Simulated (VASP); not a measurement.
C: single point with PBE

The system is C.

```
C
1.0
     2.46653    0.00000    0.00000
    -1.23327    2.13608    0.00000
     0.00000    0.00000    8.46545
C
4
Direct
  0.00000 0.00000 0.25000
  0.00000 0.00000 0.75000
  0.33333 0.66667 0.25000
  0.66667 0.33333 0.75000
```

- Program: VASP 6.6.1
- Task: single point
- Functional: PBE
- Potentials or basis: VASP PAW PBE potentials, release 64 (C)
- Cutoff: 520 eV
- k mesh: 24 × 24 × 6
- Occupations: gaussian, width 0.1 eV
- Spin: no spin polarisation
- Dipole correction: no
- Further INCAR settings: ALGO = Normal; EDIFF = 1e-06; NBANDS = 16

The pressure is 0.4 GPa and the band gap on the k mesh is zero (filled and empty bands touch).

Stress tensor (GPa, compression positive):
```
0.54 0.00 0.00
0.00 0.54 0.00
0.00 0.00 0.00
```

Levels at points of the mesh, in eV from the Fermi level:
```csv
k point,band 4,band 5,band 6,band 7,band 8,band 9,band 10,band 11,band 12,band 13
"(0.00, 0.00, 0.00)",-7.35,-3.04,-3.04,-3.04,-3.04,3.11,6.48,8.30,8.30,8.31
"(0.50, 0.00, 0.00)",-13.23,-6.42,-6.42,-2.44,-2.28,1.58,1.80,7.33,7.39,10.62
"(0.00, 0.00, 0.50)",-7.62,-3.04,-3.04,-3.04,-3.04,4.40,4.40,8.30,8.30,8.30
"(0.50, 0.00, 0.50)",-13.23,-6.42,-6.42,-2.36,-2.36,1.67,1.67,7.36,7.36,11.48
```

It took 3 min on 1 thread of Intel Xeon 8259CL, on a shared host, peak memory 0.24 GiB.

Caveat: this functional lacks dispersion, which binds the layers, so the pressure and a relaxed spacing across them are unreliable.
